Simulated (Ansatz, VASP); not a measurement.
# One calculation of WSe2, two programs

The input INCAR:

```
PREC = Accurate
ENCUT = 500
EDIFF = 1E-6
ISMEAR = 0
SIGMA = 0.05
LREAL = False
LASPH = True
NELM = 120
ALGO = Normal
ISIF = 2
LWAVE = False
LCHARG = False
GGA = CA
NBANDS = 20
GGA_COMPAT = False
```

The input KPOINTS:

```
regular mesh
0
Gamma
  9 9 2
```

POSCAR

```
WSe2
1.0
    3.2905780679      0.0000000000      0.0000000000
   -1.6452890339      2.8497241999      0.0000000000
    0.0000000000      0.0000000000     16.6603124568
W Se
1 2
Direct
    0.0000000000      0.0000000000     -0.0010313462
    0.3333333333      0.6666666667      0.1011284861
    0.3333333333      0.6666666667      0.9012724293
```

Input for Ansatz:

```yaml
crystal:
  lattice:
    - [3.2905780679, 0.0, 0.0]
    - [-1.6452890339, 2.8497241999, 0.0]
    - [0.0, 0.0, 16.6603124568]
  atoms:
    - { symbol: W, position: [0.0, 0.0, -0.0010313462] }
    - { symbol: Se, position: [0.3333333333, 0.6666666667, 0.1011284861] }
    - { symbol: Se, position: [0.3333333333, 0.6666666667, 0.9012724293] }
basis:
  ecutwfc: 420
kpoints:
  mp_grid: { grid: [9, 9, 2] }
hamiltonian:
  xc: lda
  pseudopotentials: { kind: paw, azcp: { folder: soft_1 } }
scf:
  occupations: { method: gaussian, width: 0.05 }
output:
  forces: true
  stress: true
  eigenvalues: true
```

Change from the starting cell: mode 9 frozen in at -0.020 Å, equal normal strain along x and y +0.0133.

Alike in both runs: task single point; functional LDA; k mesh 9 × 9 × 2; occupations gaussian, width 0.05 eV; no spin polarisation.

|  | VASP | Ansatz |
| --- | --- | --- |
| version | VASP 6.6.1 | Ansatz 0.2.0 |
| potentials or method | VASP PAW LDA potentials, release 64 (W_sv, Se), cutoff 500 eV | scalar-relativistic, plane waves, PAW |
| valence electrons in the cell | 26 | 46 |

Ansatz gave:

* gap on the k mesh at the Fermi level (eV): 1.60
* least direct gap on the mesh (eV): 1.60
* rms of the force components (eV/Å): 0.453

Task: What did VASP give for the same quantities?

Result: gap on the k mesh at the Fermi level (eV): 1.61; least direct gap on the mesh (eV): 1.61; rms of the force components (eV/Å): 0.447.

Ansatz warns that its potentials were made for another functional, while VASP's fit it. LDA's correlation is that of Perdew and Zunger in VASP and of Perdew and Wang (1992) in Ansatz. Atom by atom the forces differ by 0.046 eV/Å (rms over components). VASP's potentials hold 26 valence electrons a cell and Ansatz's 46, so a difference there can come from the potentials and not from the codes.

Spin-orbit coupling is off throughout.
